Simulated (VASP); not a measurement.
# Cr (P6_3/mmc) in VASP: a series of runs

Cr is run at these levels: LDA; tasks: single point.

All numbers are computed with VASP 6.6.1; they aren't measurements. Logs are shortened: lines on timing, memory, paths and dates and some standing lists are left out, and cuts for length are marked.

## Step 1: The cell of the first run

The structure is hexagonal, space group P6_3/mmc (No. 194). Conventional cell: a = 2.714 Å, b = 2.714 Å, c = 4.410 Å, α = 90.00°, β = 90.00°, γ = 120.00°. Within 3.6 Å of Cr (site symmetry -6m2) lie 12 Cr at 2.71 Å.

This isn't the form of Cr at room conditions, which is bcc.

## Step 2: Single point, LDA, collinear spin, ferromagnetic start

INCAR

```
SYSTEM = Cr
PREC = Accurate ; ENCUT = 520
EDIFF = 1E-7 ; ISMEAR = -1
SIGMA = 0.025 ; LREAL = .False.
LASPH = .True. ; NELM = 150
ALGO = Normal ; ISIF = 2
LWAVE = .False. ; LCHARG = .False.
ISPIN = 2 ; MAGMOM = 3 3
LORBIT = 11 ; LMAXMIX = 4
GGA = CA ; NBANDS = 23
```

KPOINTS

```
Automatic mesh
0
Gamma
  9 9 5
  0 0 0
```

POSCAR

```
Cr
1.0
    2.7140000000      0.0000000000      0.0000000000
   -1.3570000000      2.3503929459      0.0000000000
    0.0000000000      0.0000000000      4.4100000000
Cr
2
Direct
    0.3333333333      0.6666666667      0.2500000000
    0.6666666667      0.3333333333      0.7500000000
```

Potentials or basis: VASP PAW LDA potentials, release 64 (Cr_pv).

The run is started by

```sh
cat potpaw_LDA.64/Cr_pv/POTCAR > POTCAR
mpirun -np 1 vasp_std > vasp.out
```

OUTCAR:

```text
SYSTEM = Cr
   PREC = Accurate
   ENCUT = 520
   EDIFF = 1E-7
   ISMEAR = -1
   LREAL = .False.
   LASPH = .True.
   NELM = 150
   ISIF = 2
   ISPIN = 2
   LORBIT = 11
   GGA = CA

 ion  position               nearest neighbor table
   1  0.333  0.667  0.250-   2 2.71   2 2.71   2 2.71   2 2.71   2 2.71   2 2.71
   2  0.667  0.333  0.750-   1 2.71   1 2.71   1 2.71   1 2.71   1 2.71   1 2.71

  LATTYP: Found a hexagonal cell.
 ALAT       =     2.7140000000
 C/A-ratio  =     1.6249078850

  Lattice vectors:

 A1 = (   2.7140000000,   0.0000000000,   0.0000000000)
 A2 = (  -1.3570000000,   2.3503929459,   0.0000000000)
 A3 = (   0.0000000000,   0.0000000000,   4.4100000000)

Analysis of symmetry for initial positions (statically):
=====================================================================
 Subroutine PRICEL returns:
 Original cell was already a primitive cell.

 Routine SETGRP: Setting up the symmetry group for a
 hexagonal supercell.

 Subroutine GETGRP returns: Found 24 space group operations
 (whereof 12 operations were pure point group operations)
 out of a pool of 24 trial point group operations.

The static configuration has the point symmetry D_3d.
 The point group associated with its full space group is D_6h.

Analysis of symmetry for dynamics (positions and initial velocities):
=====================================================================
 Subroutine PRICEL returns:
 Original cell was already a primitive cell.

 Routine SETGRP: Setting up the symmetry group for a
 hexagonal supercell.

 Subroutine GETGRP returns: Found 24 space group operations
 (whereof 12 operations were pure point group operations)
 out of a pool of 24 trial point group operations.

The dynamic configuration has the point symmetry D_3d.
 The point group associated with its full space group is D_6h.

Analysis of structural, dynamic, and magnetic symmetry:
=====================================================================
 Subroutine PRICEL returns:
 Original cell was already a primitive cell.

 Routine SETGRP: Setting up the symmetry group for a
 hexagonal supercell.

 Subroutine GETGRP returns: Found 24 space group operations
 (whereof 12 operations were pure point group operations)
 out of a pool of 24 trial point group operations.

The overall configuration has the point symmetry D_3d.
 The point group associated with its full space group is D_6h.

 Subroutine INISYM returns: Found 24 space group operations
 (whereof 12 operations are pure point group operations),
 and found     1 'primitive' translations

----------------------------------------------------------------------------------------

                                     Primitive cell

  volume of cell :      28.1312

  direct lattice vectors                    reciprocal lattice vectors
     2.714000000  0.000000000  0.000000000     0.368459838  0.212730387  0.000000000
    -1.357000000  2.350392946  0.000000000     0.000000000  0.425460773  0.000000000
     0.000000000  0.000000000  4.410000000     0.000000000  0.000000000  0.226757370

  length of vectors
     2.714000000  2.714000000  4.410000000     0.425460773  0.425460773  0.226757370

  position of ions in fractional coordinates (direct lattice)
     0.333333333  0.666666667  0.250000000
     0.666666667  0.333333333  0.750000000

  ion indices of the primitive-cell ions
   primitive index   ion index
                 1           1
                 2           2

----------------------------------------------------------------------------------------

 KPOINTS: Automatic mesh

Automatic generation of k-mesh.
 Grid dimensions read from file:
 generate k-points for:    9    9    5

 Generating k-lattice:

  Cartesian coordinates                     Fractional coordinates (reciprocal lattice)
     0.040939982  0.023636710  0.000000000     0.111111111  0.000000000  0.000000000
     0.000000000  0.047273419  0.000000000     0.000000000  0.111111111  0.000000000
     0.000000000  0.000000000  0.045351474     0.000000000  0.000000000  0.200000000

  Length of vectors
     0.047273419  0.047273419  0.045351474

  Shift w.r.t. Gamma in fractional coordinates (k-lattice)
     0.000000000  0.000000000  0.000000000

 Subroutine IBZKPT returns following result:
 ===========================================

 Found     36 irreducible k-points:

 Following reciprocal coordinates:
            Coordinates               Weight
  0.000000  0.000000  0.000000      1.000000
  0.111111 -0.000000  0.000000      6.000000
  0.222222 -0.000000  0.000000      6.000000
  0.333333 -0.000000  0.000000      6.000000
  0.444444 -0.000000  0.000000      6.000000
  0.111111  0.111111  0.000000      6.000000
[... 16 lines left out ...]
  0.333333  0.222222  0.200000     24.000000
  0.333333  0.333333  0.200000      4.000000
 [... further k-points ...]
   k-points           NKPTS =     36   k-points in BZ     NKDIM =     36   number of bands    NBANDS=     23
   number of dos      NEDOS =    301   number of ions     NIONS =      2
   total plane-waves  NPLWV =  14400
   dimension x,y,z NGX =    20 NGY =   20 NGZ =   36
   dimension x,y,z NGXF=    40 NGYF=   40 NGZF=   72
   ions per type =               2
   NGX,Y,Z   is equivalent  to a cutoff of  12.25, 12.25, 13.57 a.u.
   NGXF,Y,Z  is equivalent  to a cutoff of  24.50, 24.50, 27.14 a.u.
 SYSTEM =  Cr
   PREC   = accura    normal or accurate (medium, high low for compatibility)
   ISTART =      0    job   : 0-new  1-cont  2-samecut
   ICHARG =      2    charge: 1-file 2-atom 10-const
   ISPIN  =      2    spin polarized calculation?
   LNONCOLLINEAR =      F non collinear calculations
   LSORBIT =      F    spin-orbit coupling
   LASPH  =      T    aspherical Exc in radial PAW
   ENCUT  =  520.0 eV  38.22 Ry    6.18 a.u.   5.05  5.05  8.20*2*pi/ulx,y,z
   NELM   =    150;   NELMIN=  2; NELMDL= -5     # of ELM steps
   EDIFF  = 0.1E-06   stopping-criterion for ELM
   LREAL  =      F    real-space projection
   EDIFFG = 0.1E-05   stopping-criterion for IOM
   NSW    =      0    number of steps for IOM
   IBRION =     -1    ionic relax: 0-MD 1-quasi-New 2-CG
   NFREE  =      0    steps in history (QN), initial steepest desc. (CG)
   ISIF   =      2    stress and relaxation
   ISYM   =      2    0-nonsym 1-usesym 2-fastsym
   POTIM  = 0.5000    time-step for ionic-motion
   TEBEG  =    0.0;   TEEND  =   0.0 temperature during run
   PSTRESS=    0.0 pullay stress
   NELECT =      24.0000    total number of electrons
   NUPDOWN=      -1.0000    fix difference up-down
   EMIN   =  10.00;   EMAX   =-10.00  energy-range for DOS
   EFERMI =   0.00;   METHOD = LEGACY
   ISMEAR =    -1;   SIGMA  =   0.03  broadening in eV -4-tet -1-fermi 0-gaus
   EFERMI_NEDOS =   21; number of points for ismear=-14 and -15
   IALGO  =     38    algorithm
   IMIX   =      4    mixing-type and parameters
     AMIX     =   0.40;   BMIX     =  1.00
     AMIX_MAG =   1.60;   BMIX_MAG =  1.00
  volume/ion in A,a.u.               =      14.07        94.92
  Fermi-wavevector in a.u.,A,eV,Ry     =   1.552681  2.934142 32.801180  2.410819
  Thomas-Fermi vector in A             =   2.657021
   LORBIT       =     11    0 simple, 1 ext, 2 COOP (PROOUT), +10 PAW based schemes
   GGA     = CA    functional components
   LHFCALC =     F    Hartree Fock is set to
   AEXX    =    0.0000 exact exchange contribution
   IVDW    =     0    specifies the selected vdW correction
   LEPSILON=     F    determine dielectric tensor
   LRPA    =     F    only Hartree local field effects (RPA)
 spin polarized calculation
  energy-cutoff  :      520.00
  volume of cell :       28.13
 maximum number of plane-waves:       770
   NGX = 11   NGY = 11   NGZ = 17

 number of electron      24.0000005 magnetization       0.7279601

 Free energy of the ion-electron system (eV)
  ---------------------------------------------------
  ext. energy  EPLUGINS =         0.00000000
  ---------------------------------------------------
  free energy    TOTEN  =       -19.45122535 eV

  energy without entropy =      -19.44081256  energy(sigma->0) =      -19.44601895

 E-fermi :   8.0397     XC(G=0): -12.8664

 val. band max:        8.0381730414   @ k =   0.4444   0.1111   0.0000
 cond. band min:       8.0404076727   @ k =   0.1111  -0.0000   0.2000
 fundamental gap:      0.0022346314
 Fermi energy:         8.0397244101

 spin component 1

 k-point     1 :       0.0000    0.0000    0.0000
  band No.  band energies     occupation
      1     -34.7981      1.00000
      2     -34.4071      1.00000
      3     -34.4071      1.00000
      4     -34.3386      1.00000
      5     -34.3386      1.00000
      6     -34.2955      1.00000
[... 15 lines left out ...]
     22      26.1008      0.00000
     23      28.6937      0.00000

 k-point     2 :       0.1111   -0.0000    0.0000
  band No.  band energies     occupation
      1     -34.7785      1.00000
      2     -34.4505      1.00000
      3     -34.4209      1.00000
      4     -34.3836      1.00000
      5     -34.3455      1.00000
      6     -34.3031      1.00000
[... 15 lines left out ...]
     22      24.8137      0.00000
     23      27.0881      0.00000

 k-point     3 :       0.2222   -0.0000    0.0000
  band No.  band energies     occupation
      1     -34.7246      1.00000
      2     -34.5614      1.00000
      3     -34.4945      1.00000
      4     -34.4547      1.00000
      5     -34.3641      1.00000
      6     -34.3262      1.00000
[... 15 lines left out ...]
     22      21.0979      0.00000
     23      24.8004      0.00000
[... 495 lines left out ...]
 k-point    23 :       0.3333    0.2222    0.2000
  band No.  band energies     occupation
      1     -34.7384      1.00000
      2     -34.6935      1.00000
      3     -34.6029      1.00000
      4     -34.5225      1.00000
      5     -34.4857      1.00000
      6     -34.4119      1.00000
[... 15 lines left out ...]
     22      17.5953      0.00000
     23      18.9924      0.00000

 k-point    24 :       0.3333    0.3333    0.2000
  band No.  band energies     occupation
      1     -34.6919      1.00000
      2     -34.6716      1.00000
      3     -34.6716      1.00000
      4     -34.5698      1.00000
      5     -34.4490      1.00000
      6     -34.4490      1.00000
[... 15 lines left out ...]
     22      18.4575      0.00000
     23      19.1801      0.00000

 [... further k-points ...]

 spin component 2

 k-point     1 :       0.0000    0.0000    0.0000
  band No.  band energies     occupation
      1     -34.5015      1.00000
      2     -34.0998      1.00000
      3     -34.0998      1.00000
      4     -34.0308      1.00000
      5     -34.0308      1.00000
      6     -33.9944      1.00000
[... 15 lines left out ...]
     22      26.2033      0.00000
     23      28.8077      0.00000

 k-point     2 :       0.1111   -0.0000    0.0000
  band No.  band energies     occupation
      1     -34.4816      1.00000
      2     -34.1437      1.00000
      3     -34.1137      1.00000
      4     -34.0762      1.00000
      5     -34.0378      1.00000
      6     -34.0021      1.00000
[... 15 lines left out ...]
     22      24.9592      0.00000
     23      27.2284      0.00000

 k-point     3 :       0.2222   -0.0000    0.0000
  band No.  band energies     occupation
      1     -34.4272      1.00000
      2     -34.2556      1.00000
      3     -34.1881      1.00000
      4     -34.1478      1.00000
      5     -34.0565      1.00000
      6     -34.0254      1.00000
[... 15 lines left out ...]
     22      21.2754      0.00000
     23      24.9655      0.00000
[... 495 lines left out ...]
 k-point    23 :       0.3333    0.2222    0.2000
  band No.  band energies     occupation
      1     -34.4349      1.00000
      2     -34.3898      1.00000
      3     -34.2985      1.00000
      4     -34.2179      1.00000
      5     -34.1832      1.00000
      6     -34.1106      1.00000
[... 15 lines left out ...]
     22      17.7858      0.00000
     23      19.1811      0.00000

 k-point    24 :       0.3333    0.3333    0.2000
  band No.  band energies     occupation
      1     -34.3872      1.00000
      2     -34.3681      1.00000
      3     -34.3681      1.00000
      4     -34.2639      1.00000
      5     -34.1479      1.00000
      6     -34.1479      1.00000
[... 15 lines left out ...]
     22      18.6502      0.00000
     23      19.3719      0.00000

 [... further k-points ...]
[... 5 lines left out ...]
  --------------------------------------------------------------------------------------
  -------------------------------------------------------------------------------------
  Total       -7.2651721     -7.2651721     -5.9505109     -0.0000000      0.0000000      0.0000000
  in kB     -413.7781787   -413.7781787   -338.9034003     -0.0000000      0.0000000      0.0000000
  external PRESSURE =    -388.8199192 kB  Pullay stress =       0.0000000 kB

 VOLUME and BASIS-vectors are now :
 -----------------------------------------------------------------------------
  energy-cutoff  :      520.00
  volume of cell :       28.13
      direct lattice vectors                 reciprocal lattice vectors
     2.714000000  0.000000000  0.000000000     0.368459838  0.212730387  0.000000000
    -1.357000000  2.350392946  0.000000000     0.000000000  0.425460773  0.000000000
     0.000000000  0.000000000  4.410000000     0.000000000  0.000000000  0.226757370

 POSITION                                       TOTAL-FORCE (eV/Angst)
 -----------------------------------------------------------------------------------
     -0.00000      1.56693      1.10250         0.000000     -0.000000      0.000000
      1.35700      0.78346      3.30750        -0.000000      0.000000      0.000000
 -----------------------------------------------------------------------------------
    total drift:                               -0.000000      0.000000     -0.000000

  FREE ENERGIE OF THE ION-ELECTRON SYSTEM (eV)
  ---------------------------------------------------
  free  energy   TOTEN  =       -19.4512253536 eV

  energy  without entropy=      -19.4408125562  energy(sigma->0) =      -19.44601895

 total charge

# of ion       s       p       d       tot
------------------------------------------
    1        0.377   6.272   4.080  10.729
    2        0.377   6.272   4.080  10.729
--------------------------------------------------
tot          0.754  12.544   8.160  21.458

 magnetization (x)

# of ion       s       p       d       tot
------------------------------------------
    1        0.002   0.012   0.319   0.333
    2        0.002   0.012   0.319   0.333
--------------------------------------------------
tot          0.005   0.023   0.639   0.667
```

Wall time 21 s (1 thread of Intel Xeon 6975P-C (Granite Rapids), shared host); peak memory 0.15 GiB.

What came out:

```
Free energy                                           : -19.4512 eV
Pressure                                              : -38.9 GPa
Net moment                                            : 0.73 μB per cell
Site moments                                          : Cr +0.33 μB
Valence electrons inside the program's atomic spheres : Cr 10.73
```

Caveat: the cell stands under tension; an empty level that is flat over the whole mesh can mark a ghost state of the potentials, or a narrow d or f band.

(Part 1 of 2 ends here.)
